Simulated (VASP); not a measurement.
# Sc4Co7Ge6 (Im-3m) in VASP: single point with PBE

Aim: the single point of Sc4Co7Ge6 with PBE.

Program: VASP 6.6.1. These are calculated values, not measurements. Logs are shortened: lines on timing, memory, paths and dates and some standing lists are left out, and cuts for length are marked.

### Step 1. The cell of the first run

Symmetry: Im-3m, No. 229, cubic system. Conventional cell: a = 7.845 Å, b = 7.845 Å, c = 7.845 Å, α = 90.00°, β = 90.00°, γ = 90.00°. Within 3.7 Å of Sc (site symmetry -3m) lie 8 Co at 2.77 to 3.40 Å and 6 Ge at 2.82 Å. Within 3.2 Å of Co (site symmetry -4m2) lie 4 Ge at 2.43 Å and 4 Sc at 2.77 Å and 4 Co at 2.77 Å. Co (site symmetry m-3m) has 6 Ge at 2.49 Å and 8 Sc at 3.40 Å within 3.4 Å. Within 3.2 Å of Ge (site symmetry 4mm) lie 5 Co at 2.43 to 2.49 Å and 4 Sc at 2.82 Å and 1 Ge at 2.87 Å.

### Step 2. Single point, PBE

INCAR reads:

```
SYSTEM = Sc4Co7Ge6
PREC = Accurate
ENCUT = 520
EDIFF = 1E-6
ISMEAR = 0
SIGMA = 0.1
LREAL = Auto
LASPH = .TRUE.
NELM = 100
ALGO = Normal
ISIF = 2
LWAVE = .FALSE.
LCHARG = .FALSE.
GGA = PE
NBANDS = 110
```

KPOINTS reads:

```
regular mesh
0
G
  6 6 6
  0 0 0
```

POSCAR reads:

```
Sc4Co7Ge6
1.0
   -3.9224113884      3.9224113884      3.9224113884
    3.9224113884     -3.9224113884      3.9224113884
    3.9224113884      3.9224113884     -3.9224113884
Sc Co Ge
4 7 6
Direct
    0.0000000000      0.0000000000      0.5000000000
    0.0000000000      0.5000000000      0.0000000000
    0.5000000000      0.0000000000      0.0000000000
    0.5000000000      0.5000000000      0.5000000000
    0.7500000000      0.2500000000      0.5000000000
    0.7500000000      0.5000000000      0.2500000000
    0.5000000000      0.2500000000      0.7500000000
    0.2500000000      0.5000000000      0.7500000000
    0.2500000000      0.7500000000      0.5000000000
    0.5000000000      0.7500000000      0.2500000000
    0.0000000000      0.0000000000      0.0000000000
    0.6830247557      0.6830247557      0.0000000000
    0.3169752443      0.0000000000      0.3169752443
    0.0000000000      0.3169752443      0.3169752443
    0.3169752443      0.3169752443      0.0000000000
    0.6830247557      0.0000000000      0.6830247557
    0.0000000000      0.6830247557      0.6830247557
```

Potentials or basis: VASP PAW PBE potentials, release 64 (Sc_sv, Co, Ge_d).

On the command line:

```sh
$ cat potpaw_PBE.64/Sc_sv/POTCAR potpaw_PBE.64/Co/POTCAR potpaw_PBE.64/Ge_d/POTCAR > POTCAR
$ mpirun -np 1 vasp_std > vasp.out
```

OUTCAR:

```text
SYSTEM = Sc4Co7Ge6
   PREC = Accurate
   ENCUT = 520
   EDIFF = 1E-6
   ISMEAR = 0
   LREAL = Auto
   LASPH = .TRUE.
   NELM = 100
   ISIF = 2
   GGA = PE

 ion  position               nearest neighbor table
   1  0.000  0.000  0.500-   5 2.77   7 2.77   8 2.77   9 2.77   6 2.77  10 2.77  16 2.82  17 2.82
                            13 2.82  14 2.82  15 2.82  12 2.82
   2  0.000  0.500  0.000-   6 2.77   8 2.77   9 2.77  10 2.77   5 2.77   7 2.77  14 2.82  17 2.82
                            15 2.82  12 2.82  16 2.82  13 2.82
   3  0.500  0.000  0.000-   5 2.77   6 2.77   7 2.77  10 2.77   9 2.77   8 2.77  13 2.82  16 2.82
                            15 2.82  12 2.82  14 2.82  17 2.82
   4  0.500  0.500  0.500-   5 2.77   6 2.77   7 2.77   8 2.77   9 2.77  10 2.77  12 2.82  16 2.82
                            17 2.82  15 2.82  13 2.82  14 2.82
   5  0.750  0.250  0.500-  13 2.43  14 2.43  16 2.43  17 2.43   7 2.77   8 2.77   1 2.77   2 2.77
                             4 2.77   6 2.77   3 2.77  10 2.77
   6  0.750  0.500  0.250-  12 2.43  14 2.43  15 2.43  17 2.43   9 2.77  10 2.77   1 2.77   2 2.77
                             4 2.77   5 2.77   7 2.77   3 2.77
   7  0.500  0.250  0.750-  15 2.43  13 2.43  12 2.43  16 2.43   6 2.77   8 2.77   2 2.77   3 2.77
                             4 2.77   5 2.77   9 2.77   1 2.77
   8  0.250  0.500  0.750-  15 2.43  14 2.43  12 2.43  17 2.43   9 2.77  10 2.77   2 2.77   3 2.77
                             4 2.77   7 2.77   1 2.77   5 2.77
   9  0.250  0.750  0.500-  13 2.43  14 2.43  16 2.43  17 2.43   8 2.77  10 2.77   1 2.77   3 2.77
                             4 2.77   7 2.77   2 2.77   6 2.77
  10  0.500  0.750  0.250-  12 2.43  13 2.43  15 2.43  16 2.43   6 2.77   9 2.77   1 2.77   3 2.77
                             4 2.77   5 2.77   8 2.77   2 2.77
  11  0.000  0.000  0.000-  12 2.49  13 2.49  14 2.49  15 2.49  16 2.49  17 2.49
  12  0.683  0.683  0.000-   6 2.43  10 2.43   8 2.43   7 2.43  11 2.49   3 2.82   1 2.82   2 2.82
                             4 2.82  15 2.87
  13  0.317  0.000  0.317-   5 2.43   7 2.43   9 2.43  10 2.43  11 2.49   3 2.82   1 2.82   4 2.82
                             2 2.82  16 2.87
  14  0.000  0.317  0.317-   5 2.43   6 2.43   8 2.43   9 2.43  11 2.49   2 2.82   1 2.82   4 2.82
                             3 2.82  17 2.87
  15  0.317  0.317  0.000-   7 2.43   8 2.43   6 2.43  10 2.43  11 2.49   4 2.82   2 2.82   3 2.82
                             1 2.82  12 2.87
  16  0.683  0.000  0.683-   5 2.43   7 2.43   9 2.43  10 2.43  11 2.49   3 2.82   1 2.82   4 2.82
                             2 2.82  13 2.87
  17  0.000  0.683  0.683-   5 2.43   6 2.43   8 2.43   9 2.43  11 2.49   2 2.82   1 2.82   4 2.82
                             3 2.82  14 2.87

  LATTYP: Found a body centered cubic cell.
 ALAT       =     7.8448227768

  Lattice vectors:

 A1 = (  -3.9224113884,   3.9224113884,   3.9224113884)
 A2 = (   3.9224113884,  -3.9224113884,   3.9224113884)
 A3 = (   3.9224113884,   3.9224113884,  -3.9224113884)

Analysis of symmetry for initial positions (statically):
=====================================================================
 Subroutine PRICEL returns:
 Original cell was already a primitive cell.

 Routine SETGRP: Setting up the symmetry group for a
 body centered cubic supercell.

 Subroutine GETGRP returns: Found 48 space group operations
 (whereof 48 operations were pure point group operations)
 out of a pool of 48 trial point group operations.

The static configuration has the point symmetry O_h .

Analysis of symmetry for dynamics (positions and initial velocities):
=====================================================================
 Subroutine PRICEL returns:
 Original cell was already a primitive cell.

 Routine SETGRP: Setting up the symmetry group for a
 body centered cubic supercell.

 Subroutine GETGRP returns: Found 48 space group operations
 (whereof 48 operations were pure point group operations)
 out of a pool of 48 trial point group operations.

The dynamic configuration has the point symmetry O_h .

 Subroutine INISYM returns: Found 48 space group operations
 (whereof 48 operations are pure point group operations),
 and found     1 'primitive' translations

----------------------------------------------------------------------------------------

                                     Primitive cell

  volume of cell :     241.3901

  direct lattice vectors                    reciprocal lattice vectors
    -3.922411388  3.922411388  3.922411388     0.000000000  0.127472606  0.127472606
     3.922411388 -3.922411388  3.922411388     0.127472606  0.000000000  0.127472606
     3.922411388  3.922411388 -3.922411388     0.127472606  0.127472606  0.000000000

  length of vectors
     6.793815813  6.793815813  6.793815813     0.180273488  0.180273488  0.180273488

  position of ions in fractional coordinates (direct lattice)
[... 52 lines left out ...]

  Length of vectors
     0.030045581  0.030045581  0.030045581

  Shift w.r.t. Gamma in fractional coordinates (k-lattice)
     0.000000000  0.000000000  0.000000000

 Subroutine IBZKPT returns following result:
 ===========================================

 Found     16 irreducible k-points:

 Following reciprocal coordinates:
            Coordinates               Weight
  0.000000  0.000000  0.000000      1.000000
  0.166667  0.000000  0.000000     12.000000
  0.333333  0.000000  0.000000     12.000000
  0.500000  0.000000  0.000000      6.000000
  0.166667  0.166667  0.000000     24.000000
  0.333333  0.166667  0.000000     48.000000
[... 8 lines left out ...]
  0.500000  0.500000  0.333333     12.000000
  0.500000  0.500000  0.500000      1.000000
   k-points           NKPTS =     16   k-points in BZ     NKDIM =     16   number of bands    NBANDS=    110
   number of dos      NEDOS =    301   number of ions     NIONS =     17
   total plane-waves  NPLWV = 157464
   dimension x,y,z NGX =    54 NGY =   54 NGZ =   54
   dimension x,y,z NGXF=   108 NGYF=  108 NGZF=  108
   ions per type =               4   7   6
   NGX,Y,Z   is equivalent  to a cutoff of  13.21, 13.21, 13.21 a.u.
   NGXF,Y,Z  is equivalent  to a cutoff of  26.43, 26.43, 26.43 a.u.
 SYSTEM =  Sc4Co7Ge6
   PREC   = accura    normal or accurate (medium, high low for compatibility)
   ISTART =      0    job   : 0-new  1-cont  2-samecut
   ICHARG =      2    charge: 1-file 2-atom 10-const
   ISPIN  =      1    spin polarized calculation?
   LNONCOLLINEAR =      F non collinear calculations
   LSORBIT =      F    spin-orbit coupling
   LASPH  =      T    aspherical Exc in radial PAW
   ENCUT  =  520.0 eV  38.22 Ry    6.18 a.u.  12.63 12.63 12.63*2*pi/ulx,y,z
   NELM   =    100;   NELMIN=  2; NELMDL= -5     # of ELM steps
   EDIFF  = 0.1E-05   stopping-criterion for ELM
   LREAL  =      T    real-space projection
   EDIFFG = 0.1E-04   stopping-criterion for IOM
   NSW    =      0    number of steps for IOM
   IBRION =     -1    ionic relax: 0-MD 1-quasi-New 2-CG
   NFREE  =      0    steps in history (QN), initial steepest desc. (CG)
   ISIF   =      2    stress and relaxation
   ISYM   =      2    0-nonsym 1-usesym 2-fastsym
   POTIM  = 0.5000    time-step for ionic-motion
   TEBEG  =    0.0;   TEEND  =   0.0 temperature during run
   PSTRESS=    0.0 pullay stress
   NELECT =     191.0000    total number of electrons
   NUPDOWN=      -1.0000    fix difference up-down
   EMIN   =  10.00;   EMAX   =-10.00  energy-range for DOS
   EFERMI =   0.00;   METHOD = LEGACY
   ISMEAR =     0;   SIGMA  =   0.10  broadening in eV -4-tet -1-fermi 0-gaus
   EFERMI_NEDOS =   21; number of points for ismear=-14 and -15
   IALGO  =     38    algorithm
   IMIX   =      4    mixing-type and parameters
     AMIX     =   0.40;   BMIX     =  1.00
     AMIX_MAG =   1.60;   BMIX_MAG =  1.00
  volume/ion in A,a.u.               =      14.20        95.82
  Fermi-wavevector in a.u.,A,eV,Ry     =   1.514187  2.861398 31.194920  2.292762
  Thomas-Fermi vector in A             =   2.623878
   LORBIT       =      0    0 simple, 1 ext, 2 COOP (PROOUT), +10 PAW based schemes
   GGA     = PE    functional components
   LHFCALC =     F    Hartree Fock is set to
   AEXX    =    0.0000 exact exchange contribution
   IVDW    =     0    specifies the selected vdW correction
   LEPSILON=     F    determine dielectric tensor
   LRPA    =     F    only Hartree local field effects (RPA)
 non-spin polarized calculation
 Gauss-broadening in eV      SIGMA  =   0.10
  energy-cutoff  :      520.00
  volume of cell :      241.39
 maximum number of plane-waves:      6537
 NGX is ok and might be reduce to    54
   NGX = 25   NGY = 25   NGZ = 25

 number of electron     191.0000089 magnetization

 Free energy of the ion-electron system (eV)
  ---------------------------------------------------
  ext. energy  EPLUGINS =         0.00000000
  ---------------------------------------------------
  free energy    TOTEN  =      -111.69161140 eV

  energy without entropy =     -111.63841120  energy(sigma->0) =     -111.66501130

 E-fermi :   7.8994     XC(G=0): -12.2919

 val. band max:        7.8820739446   @ k =   0.3333   0.0000   0.0000
 cond. band min:       7.9018033765   @ k =   0.5000   0.5000   0.1667
 fundamental gap:      0.0197294319
 Fermi energy:         7.8994124453

 k-point     1 :       0.0000    0.0000    0.0000
  band No.  band energies     occupation
      1     -41.1675      2.00000
      2     -41.1631      2.00000
      3     -41.1631      2.00000
      4     -41.1631      2.00000
      5     -19.9654      2.00000
      6     -19.9654      2.00000
[... 1749 lines left out ...]
    106      10.4527      0.00000
    107      10.4529      0.00000
 [bands above 107 left out]

------------------------ aborting loop because EDIFF is reached ----------------------------------------

  FORCE on cell =-STRESS in cart. coord.  units (eV):
  Direction    XX          YY          ZZ          XY          YZ          ZX
  --------------------------------------------------------------------------------------
  -------------------------------------------------------------------------------------
  Total        0.3760390      0.3760390      0.3760390      0.0000000      0.0000000     -0.0000000
  in kB        2.4958822      2.4958822      2.4958822      0.0000000      0.0000000     -0.0000000
  external PRESSURE =       2.4958822 kB  Pullay stress =       0.0000000 kB

 VOLUME and BASIS-vectors are now :
 -----------------------------------------------------------------------------
  energy-cutoff  :      520.00
  volume of cell :      241.39
      direct lattice vectors                 reciprocal lattice vectors
    -3.922411388  3.922411388  3.922411388     0.000000000  0.127472606  0.127472606
     3.922411388 -3.922411388  3.922411388     0.127472606  0.000000000  0.127472606
     3.922411388  3.922411388 -3.922411388     0.127472606  0.127472606  0.000000000

 POSITION                                       TOTAL-FORCE (eV/Angst)
 -----------------------------------------------------------------------------------
      1.96121      1.96121     -1.96121         0.000000     -0.000000      0.000000
      1.96121     -1.96121      1.96121         0.000000     -0.000000      0.000000
     -1.96121      1.96121      1.96121         0.000000     -0.000000      0.000000
      1.96121      1.96121      1.96121         0.000000     -0.000000      0.000000
      0.00000      3.92241      1.96121         0.000000     -0.000000      0.000000
      0.00000      1.96121      3.92241         0.000000     -0.000000      0.000000
[... 9 lines left out ...]
      0.00000      5.35821      0.00000         0.000000     -0.006577      0.000000
      5.35821      0.00000      0.00000        -0.006577     -0.000000      0.000000
 -----------------------------------------------------------------------------------
    total drift:                                0.000000      0.000000     -0.000000

  FREE ENERGIE OF THE ION-ELECTRON SYSTEM (eV)
  ---------------------------------------------------
  free  energy   TOTEN  =      -111.6916114044 eV

  energy  without entropy=     -111.6384112043  energy(sigma->0) =     -111.66501130
```

Run time: 30 min. Hardware: 1 thread of AMD EPYC 7R13 (Zen 3), shared host; peak memory 0.51 GiB.

Results:

```
Free energy            : -111.6916 eV
Pressure               : 0.2 GPa
Largest force          : 0.007 eV/Å
Band gap on the k mesh : zero (an odd number of electrons rules out a gap without spin polarisation)
```

Forces on the atoms (eV/Å):
```
Sc   0.000  0.000  0.000
Sc   0.000  0.000  0.000
Sc   0.000  0.000  0.000
Sc   0.000  0.000  0.000
Co   0.000  0.000  0.000
Co   0.000  0.000  0.000
Co   0.000  0.000  0.000
Co   0.000  0.000  0.000
Co   0.000  0.000  0.000
Co   0.000  0.000  0.000
Co   0.000  0.000  0.000
Ge   0.000  0.000 -0.007
Ge   0.000  0.007  0.000
Ge   0.007  0.000  0.000
Ge   0.000  0.000  0.007
Ge   0.000 -0.007  0.000
Ge  -0.007  0.000  0.000
```

Caveat: the run has no spin polarisation, though such a crystal can be magnetic.
